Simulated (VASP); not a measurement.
# Si16N in VASP: single point with PBE+D3(BJ)

Aim: the single point of Si16N with PBE+D3(BJ).

All numbers are computed with VASP 6.6.1; they aren't measurements. Logs are shortened: lines on timing, memory, paths and dates and some standing lists are left out, and cuts for length are marked.

## Step 1: The cell of the first run

The cell holds a slab with vacuum, 34 atoms: a = 7.631 Å, b = 7.631 Å, c = 28.987 Å, α = 90.00°, β = 90.00°, γ = 120.00°.

## Step 2: Single point, PBE+D3(BJ)

INCAR

```
  PREC = Accurate
  ENCUT = 520
  EDIFF = 1E-6
  ISMEAR = 0
  SIGMA = 0.05
  LREAL = Auto
  LASPH = T
  NELM = 80
  ALGO = Normal
  ISIF = 2
  LWAVE = F
  LCHARG = F
  LDIPOL = T
  IDIPOL = 3
  DIPOL = 0.5 0.5 0.332
  GGA = PE
  IVDW = 12
  NBANDS = 92
```

KPOINTS

```
regular mesh
0
Gamma
  6 6 1
```

POSCAR

```
Si16N
1.0
    7.6310340353      0.0000000000      0.0000000000
   -3.8155170176      6.6086693317      0.0000000000
    0.0000000000      0.0000000000     28.9874814887
Si N
32 2
Direct
    0.3333333333      0.1666666667      0.1379906013
    0.3333333333      0.6666666667      0.1379906013
    0.8333333333      0.1666666667      0.1379906013
    0.8333333333      0.6666666667      0.1379906013
    0.1666666667      0.3333333333      0.1654736886
    0.1666666667      0.8333333333      0.1654736886
    0.6666666667      0.3333333333      0.1654736886
    0.6666666667      0.8333333333      0.1654736886
    0.1666666667      0.3333333333      0.2468813265
    0.1666666667      0.8333333333      0.2468813265
    0.6666666667      0.3333333333      0.2468813265
    0.6666666667      0.8333333333      0.2468813265
    0.3333333333      0.1666666667      0.2743644139
    0.3333333333      0.6666666667      0.2743644139
    0.8333333333      0.1666666667      0.2743644139
    0.8333333333      0.6666666667      0.2743644139
    0.3333333333      0.1666666667      0.3556303192
    0.3333333333      0.6666666667      0.3556303192
    0.8333333333      0.1666666667      0.3556303192
    0.8333333333      0.6666666667      0.3556303192
    0.1666666667      0.3333333333      0.3827070110
    0.1666666667      0.8333333333      0.3827070110
    0.6666666667      0.3333333333      0.3827070110
    0.6666666667      0.8333333333      0.3827070110
    0.1666666667      0.3333333333      0.4657581719
    0.1666666667      0.8333333333      0.4657581719
    0.6666666667      0.3333333333      0.4657581719
    0.6666666667      0.8333333333      0.4657581719
    0.3333333333      0.1666666667      0.4894347753
    0.3333333333      0.6666666667      0.4894347753
    0.8333333333      0.1666666667      0.4894347753
    0.8333333333      0.6666666667      0.4894347753
    0.5000000000      0.5000000000      0.5963774913
    0.5000000000      0.5000000000      0.6343249066
```

Potentials or basis: VASP PAW PBE potentials, release 64 (Si, N).

Command:

```sh
cat potpaw_PBE.64/Si/POTCAR potpaw_PBE.64/N/POTCAR > POTCAR
mpirun -np 1 vasp_std > vasp.out
```

OUTCAR:

```text
PREC = Accurate
   ENCUT = 520
   EDIFF = 1E-6
   ISMEAR = 0
   LREAL = Auto
   LASPH = T
   NELM = 80
   ISIF = 2
   GGA = PE
   IVDW = 12
 IVDW          = 12

 ion  position               nearest neighbor table
   1  0.333  0.167  0.138-   5 2.34   6 2.34   7 2.34
   2  0.333  0.667  0.138-   6 2.34   5 2.34   8 2.34
   3  0.833  0.167  0.138-   7 2.34   8 2.34   5 2.34
   4  0.833  0.667  0.138-   8 2.34   7 2.34   6 2.34
   5  0.167  0.333  0.165-   1 2.34   2 2.34   3 2.34   9 2.36
   6  0.167  0.833  0.165-   2 2.34   1 2.34   4 2.34  10 2.36
   7  0.667  0.333  0.165-   3 2.34   4 2.34   1 2.34  11 2.36
   8  0.667  0.833  0.165-   4 2.34   3 2.34   2 2.34  12 2.36
   9  0.167  0.333  0.247-  13 2.34  14 2.34  15 2.34   5 2.36
  10  0.167  0.833  0.247-  14 2.34  13 2.34  16 2.34   6 2.36
[... 16 lines left out ...]
  27  0.667  0.333  0.466-  31 2.31  32 2.31  29 2.31  23 2.41
  28  0.667  0.833  0.466-  32 2.31  31 2.31  30 2.31  24 2.41
  29  0.333  0.167  0.489-  25 2.31  26 2.31  27 2.31
  30  0.333  0.667  0.489-  26 2.31  25 2.31  28 2.31
  31  0.833  0.167  0.489-  27 2.31  28 2.31  25 2.31
  32  0.833  0.667  0.489-  28 2.31  27 2.31  26 2.31
  33  0.500  0.500  0.596-  34 1.10
  34  0.500  0.500  0.634-  33 1.10

  LATTYP: Found a hexagonal cell.
 ALAT       =     7.6310340353
 C/A-ratio  =     3.7986308742

  Lattice vectors:

 A1 = (   7.6310340353,   0.0000000000,   0.0000000000)
 A2 = (  -3.8155170176,   6.6086693317,   0.0000000000)
 A3 = (   0.0000000000,   0.0000000000,  28.9874814887)

Analysis of symmetry for initial positions (statically):
=====================================================================
 Subroutine PRICEL returns:
 Original cell was already a primitive cell.

 Routine SETGRP: Setting up the symmetry group for a
 hexagonal supercell.

 Subroutine GETGRP returns: Found  6 space group operations
 (whereof  2 operations were pure point group operations)
 out of a pool of 24 trial point group operations.

The static configuration has the point symmetry C_1h.
 The point group associated with its full space group is C_3v.

Analysis of symmetry for dynamics (positions and initial velocities):
=====================================================================
 Subroutine PRICEL returns:
 Original cell was already a primitive cell.

 Routine SETGRP: Setting up the symmetry group for a
 hexagonal supercell.

 Subroutine GETGRP returns: Found  6 space group operations
 (whereof  2 operations were pure point group operations)
 out of a pool of 24 trial point group operations.

The dynamic configuration has the point symmetry C_1h.
 The point group associated with its full space group is C_3v.

 Subroutine INISYM returns: Found  6 space group operations
 (whereof  2 operations are pure point group operations),
 and found     1 'primitive' translations

----------------------------------------------------------------------------------------

                                     Primitive cell

  volume of cell :    1461.8671

  direct lattice vectors                    reciprocal lattice vectors
     7.631034035  0.000000000  0.000000000     0.131043840  0.075658196  0.000000000
    -3.815517018  6.608669332  0.000000000     0.000000000  0.151316392  0.000000000
     0.000000000  0.000000000 28.987481489     0.000000000  0.000000000  0.034497650

  length of vectors
     7.631034035  7.631034035 28.987481489     0.151316392  0.151316392  0.034497650

  position of ions in fractional coordinates (direct lattice)
     0.333333333  0.166666667  0.137990601
     0.333333333  0.666666667  0.137990601
     0.833333333  0.166666667  0.137990601
     0.833333333  0.666666667  0.137990601
     0.166666667  0.333333333  0.165473689
     0.166666667  0.833333333  0.165473689
[... 26 lines left out ...]
     0.500000000  0.500000000  0.596377491
     0.500000000  0.500000000  0.634324907

  ion indices of the primitive-cell ions
   primitive index   ion index
                 1           1
                 2           2
                 3           3
                 4           4
                 5           5
                 6           6
[... 26 lines left out ...]
                33          33
                34          34

----------------------------------------------------------------------------------------

 KPOINTS: regular mesh

Automatic generation of k-mesh.
 Grid dimensions read from file:
 generate k-points for:    6    6    1

 Generating k-lattice:

  Cartesian coordinates                     Fractional coordinates (reciprocal lattice)
     0.021840640  0.012609699  0.000000000     0.166666667  0.000000000  0.000000000
     0.000000000  0.025219399  0.000000000     0.000000000  0.166666667  0.000000000
     0.000000000  0.000000000  0.034497650     0.000000000  0.000000000  1.000000000

  Length of vectors
     0.025219399  0.025219399  0.034497650

  Shift w.r.t. Gamma in fractional coordinates (k-lattice)
     0.000000000  0.000000000  0.000000000

 Subroutine IBZKPT returns following result:
 ===========================================

 Found      7 irreducible k-points:

 Following reciprocal coordinates:
            Coordinates               Weight
  0.000000  0.000000  0.000000      1.000000
  0.166667  0.000000  0.000000      6.000000
  0.333333  0.000000  0.000000      6.000000
  0.500000 -0.000000  0.000000      3.000000
  0.166667  0.166667  0.000000      6.000000
  0.333333  0.166667  0.000000     12.000000
  0.333333  0.333333  0.000000      2.000000
   k-points           NKPTS =      7   k-points in BZ     NKDIM =      7   number of bands    NBANDS=     92
   number of dos      NEDOS =    301   number of ions     NIONS =     34
   total plane-waves  NPLWV = 777600
   dimension x,y,z NGX =    60 NGY =   60 NGZ =  216
   dimension x,y,z NGXF=   120 NGYF=  120 NGZF=  432
   ions per type =              32   2
   NGX,Y,Z   is equivalent  to a cutoff of  13.07, 13.07, 12.39 a.u.
   NGXF,Y,Z  is equivalent  to a cutoff of  26.14, 26.14, 24.78 a.u.
 SYSTEM =  unknown system
   PREC   = accura    normal or accurate (medium, high low for compatibility)
   ISTART =      0    job   : 0-new  1-cont  2-samecut
   ICHARG =      2    charge: 1-file 2-atom 10-const
   ISPIN  =      1    spin polarized calculation?
   LNONCOLLINEAR =      F non collinear calculations
   LSORBIT =      F    spin-orbit coupling
   LASPH  =      T    aspherical Exc in radial PAW
   ENCUT  =  520.0 eV  38.22 Ry    6.18 a.u.  14.19 14.19 53.90*2*pi/ulx,y,z
   NELM   =     80;   NELMIN=  2; NELMDL= -5     # of ELM steps
   EDIFF  = 0.1E-05   stopping-criterion for ELM
   LREAL  =      T    real-space projection
   EDIFFG = 0.1E-04   stopping-criterion for IOM
   NSW    =      0    number of steps for IOM
   IBRION =     -1    ionic relax: 0-MD 1-quasi-New 2-CG
   NFREE  =      0    steps in history (QN), initial steepest desc. (CG)
   ISIF   =      2    stress and relaxation
   ISYM   =      2    0-nonsym 1-usesym 2-fastsym
   POTIM  = 0.5000    time-step for ionic-motion
   TEBEG  =    0.0;   TEEND  =   0.0 temperature during run
   PSTRESS=    0.0 pullay stress
   NELECT =     138.0000    total number of electrons
   NUPDOWN=      -1.0000    fix difference up-down
   EMIN   =  10.00;   EMAX   =-10.00  energy-range for DOS
   EFERMI =   0.00;   METHOD = LEGACY
   ISMEAR =     0;   SIGMA  =   0.05  broadening in eV -4-tet -1-fermi 0-gaus
   EFERMI_NEDOS =   21; number of points for ismear=-14 and -15
   IALGO  =     38    algorithm
   IMIX   =      4    mixing-type and parameters
     AMIX     =   0.40;   BMIX     =  1.00
     AMIX_MAG =   1.60;   BMIX_MAG =  1.00
  volume/ion in A,a.u.               =      43.00       290.15
  Fermi-wavevector in a.u.,A,eV,Ry     =   0.745416  1.408632  7.560004  0.555645
  Thomas-Fermi vector in A             =   1.840997
   LORBIT       =      0    0 simple, 1 ext, 2 COOP (PROOUT), +10 PAW based schemes
   GGA     = PE    functional components
   LHFCALC =     F    Hartree Fock is set to
   AEXX    =    0.0000 exact exchange contribution
   IVDW    =    12    specifies the selected vdW correction
   LEPSILON=     F    determine dielectric tensor
   LRPA    =     F    only Hartree local field effects (RPA)
 non-spin polarized calculation
 Gauss-broadening in eV      SIGMA  =   0.05
  energy-cutoff  :      520.00
  volume of cell :     1461.87
 maximum number of plane-waves:     39400
 NGX is ok and might be reduce to    60
   NGX = 29   NGY = 29   NGZ =107

 dipolmoment           0.000000      0.000000      0.031192 electrons x Angstroem

 number of electron     137.9999998 magnetization

 dipolmoment           0.000000      0.000000     -0.020050 electrons x Angstroem

 Free energy of the ion-electron system (eV)
  ---------------------------------------------------
  ext. energy  EPLUGINS =         0.00000000
  ---------------------------------------------------
  free energy    TOTEN  =      -179.40923979 eV

  energy without entropy =     -179.37664656  energy(sigma->0) =     -179.39294318

 E-fermi :  -0.0376     XC(G=0):  -4.8855

 val. band max:       -0.0462665466   @ k =   0.3333   0.3333   0.0000
 cond. band min:      -0.0369422107   @ k =   0.1667   0.1667   0.0000
 fundamental gap:      0.0093243360
 Fermi energy:        -0.0375691701

 k-point     1 :       0.0000    0.0000    0.0000
  band No.  band energies     occupation
      1     -23.7769      2.00000
      2     -11.9143      2.00000
      3     -11.3696      2.00000
      4     -10.6388      2.00000
      5      -9.9717      2.00000
      6      -9.7163      2.00000
[... 577 lines left out ...]
     80       2.7073      0.00000
     81       2.7453      0.00000
 [bands above 81 left out]

------------------------ aborting loop because EDIFF is reached ----------------------------------------

 vacuum level on the upper side and lower side of the slab       (xc-potential included)        -0.251        -0.199

 Edisp (eV)   -9.21068

 E8    (eV) :    -3.8961

  FORCE on cell =-STRESS in cart. coord.  units (eV):
  Direction    XX          YY          ZZ          XY          YZ          ZX
  --------------------------------------------------------------------------------------
  -------------------------------------------------------------------------------------
  Total       2.21825     2.21825     0.58680     0.00000     0.00000     0.00000
  in kB       2.43116     2.43116     0.64313     0.00000     0.00000     0.00000
  external pressure =        1.84 kB  Pullay stress =        0.00 kB

 VOLUME and BASIS-vectors are now :
 -----------------------------------------------------------------------------
  energy-cutoff  :      520.00
  volume of cell :     1461.87
      direct lattice vectors                 reciprocal lattice vectors
     7.631034035  0.000000000  0.000000000     0.131043840  0.075658196  0.000000000
    -3.815517018  6.608669332  0.000000000     0.000000000  0.151316392  0.000000000
     0.000000000  0.000000000 28.987481489     0.000000000  0.000000000  0.034497650

 POSITION                                       TOTAL-FORCE (eV/Angst)
 -----------------------------------------------------------------------------------
      1.90776      1.10144      4.00000         0.000000      0.003055      0.512577
     -0.00000      4.40578      4.00000         0.002645     -0.001527      0.512577
      5.72328      1.10144      4.00000        -0.000000      0.000000      0.512378
      3.81552      4.40578      4.00000        -0.002645     -0.001527      0.512577
      0.00000      2.20289      4.79667         0.004265      0.002462     -0.670378
     -1.90776      5.50722      4.79667        -0.000000      0.000000     -0.675757
[... 26 lines left out ...]
      1.90776      3.30433     17.28748        -0.000000      0.000000     -2.259296
      1.90776      3.30433     18.38748        -0.000000      0.000000      2.185246
 -----------------------------------------------------------------------------------
    total drift:                               -0.000000      0.000000      0.003999

  FREE ENERGIE OF THE ION-ELECTRON SYSTEM (eV)
  ---------------------------------------------------
  free  energy   TOTEN  =      -188.6199197811 eV

  energy  without entropy=     -188.5873265511  energy(sigma->0) =     -188.60362317

 vacuum level on the upper side and lower side of the slab         4.489         4.563
```

It took 1.6 h on 1 thread of Intel Xeon 8259CL, shared host; peak memory 1.7 GiB.

Results:

- Free energy: -188.6199 eV
- Largest force: 2.259 eV/Å
- Band gap on the k mesh: zero (bands 69 and 70 overlap by 0.34 eV)
- Dispersion energy per atom: -0.271 eV

Forces in eV/Å, atoms in the order of the input:
```
Si   0.000  0.003  0.513
Si   0.003 -0.002  0.513
Si   0.000  0.000  0.512
Si  -0.003 -0.002  0.513
Si   0.004  0.002 -0.670
Si   0.000  0.000 -0.676
Si  -0.004  0.002 -0.670
Si   0.000 -0.005 -0.670
Si   0.005  0.003  0.224
Si   0.000  0.000  0.228
Si  -0.005  0.003  0.224
Si   0.000 -0.005  0.224
Si   0.000  0.005 -0.048
Si   0.005 -0.003 -0.048
Si   0.000  0.000 -0.048
Si  -0.005 -0.003 -0.048
Si   0.000  0.000  0.009
Si   0.000  0.000  0.009
Si   0.000  0.000  0.029
Si   0.000  0.000  0.009
Si   0.020  0.012  0.038
Si   0.000  0.000  0.025
Si  -0.020  0.012  0.038
Si   0.000 -0.023  0.038
Si   0.000  0.000 -0.004
Si   0.000  0.000 -0.022
Si   0.000  0.000 -0.004
Si   0.000  0.000 -0.004
Si   0.000 -0.012 -0.047
Si  -0.010  0.006 -0.047
Si   0.000  0.000 -0.017
Si   0.010  0.006 -0.047
N    0.000  0.000 -2.259
N    0.000  0.000  2.185
```

Levels at points of the mesh, in eV from the Fermi level:
```csv
k point,band 64,band 65,band 66,band 67,band 68,band 69,band 70,band 71,band 72,band 73
"(0.00, 0.00, 0.00)",-0.26,-0.26,-0.26,-0.25,-0.24,-0.24,-0.21,0.13,0.13,0.75
"(0.50, 0.00, 0.00)",-0.76,-0.76,-0.08,-0.06,0.00,0.01,0.05,0.06,0.20,0.25
```

Caveat: the standard files for N, O and F lose accuracy on very short bonds.
